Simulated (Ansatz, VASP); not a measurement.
# Ag in VASP and in Ansatz

```xyz
4
Lattice="2.8892 0.0000 0.0000 1.4446 2.5022 0.0000 0.0000 0.0000 29.0772" Properties=species:S:1:pos:R:3 pbc="T T T"
Ag    0.0000    0.0000    6.0000
Ag    1.4446    0.8341    8.3591
Ag    2.8892    1.6681   10.7181
Ag    0.0000    0.0000   13.0772
```

Alike in both runs: task single point; functional PBE; dispersion D3(BJ); k mesh 15 × 15 × 1; occupations gaussian, width 0.1 eV; no spin polarisation.

|  | VASP | Ansatz |
| --- | --- | --- |
| version | VASP 6.6.1 | Ansatz 0.2.0 |
| potentials or method | VASP PAW PBE potentials, release 64 (Ag) | scalar-relativistic, plane waves, PAW |
| plane-wave cutoff (eV) | 520 | 420 |
| valence electrons in the cell | 44 | 76 |

VASP gave:

```
gap on the k mesh at the Fermi level (eV) : none
rms of the force components (eV/Å)        : 0.009
```

**Question.** Estimate Ansatz's values.

**Answer.** gap on the k mesh at the Fermi level (eV): none; rms of the force components (eV/Å): 0.008.

Atom by atom the forces differ by 0.002 eV/Å (rms over components). A gap of «none» marks a metal or a gap that the smearing closes. VASP's potentials hold 44 valence electrons a cell and Ansatz's 76, so a difference there can come from the potentials and not from the codes. Ansatz's warnings: xc potential rough in thin density.
